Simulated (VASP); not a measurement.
## TiO2: single point with PBE

Crystal: TiO2.

```
Ti O
1.0
    -1.91462    1.91462    4.96442
     1.91462   -1.91462    4.96442
     1.91462    1.91462   -4.96442
Ti O
2 4
Direct
  0.00000 0.00000 0.00000
  0.75000 0.25000 0.50000
  0.20385 0.20385 0.00000
  0.95385 0.45385 0.50000
  0.54615 0.04615 0.50000
  0.79615 0.79615 0.00000
```

* Program: VASP 6.6.1
* Task: single point
* Functional: PBE
* Potentials or basis: VASP PAW PBE potentials, release 64 (Ti_sv, O)
* Cutoff: 520 eV
* k mesh: 10 × 10 × 10
* Occupations: gaussian, width 0.05 eV
* Spin: no spin polarisation
* Dipole correction: no
* Further INCAR settings: ALGO = Normal; EDIFF = 1e-06; NBANDS = 33

```json
{
 "Pressure": "-5.9 GPa",
 "Largest force": "0.018 eV/Å",
 "Band gap on the k mesh": "2.11 eV (least direct gap 2.34 eV)"
}
```

Forces in eV/Å, atoms in the order of the input:
```
Ti   0.000  0.000  0.000
Ti   0.000  0.000  0.000
O    0.000  0.000  0.018
O    0.000  0.000  0.018
O    0.000  0.000 -0.018
O    0.000  0.000 -0.018
```

Stress tensor (GPa, compression positive):
```
-5.91  0.00  0.00
 0.00 -5.91  0.00
 0.00  0.00 -5.75
```

Levels at points of the mesh, in eV from the valence-band top:
```csv
k point,band 21,band 22,band 23,band 24,band 25,band 26,band 27,band 28
"(0.00, 0.00, 0.00)",-0.80,-0.77,-0.33,-0.33,2.11,2.70,3.93,3.93
"(0.50, 0.00, 0.00)",-1.74,-0.82,-0.76,-0.62,3.11,3.34,3.35,3.45
"(0.50, 0.50, 0.00)",-1.82,-1.82,-0.06,-0.06,3.05,3.05,3.51,3.51
"(0.50, 0.50, 0.50)",-1.16,-1.16,-0.05,-0.05,2.40,2.40,3.61,3.61
```

It took 17 min on 1 thread of Intel Xeon 8259CL, with other jobs on the host, peak memory 0.38 GiB.

Caveat: the cell stands under tension. A k mesh can miss the band edges.
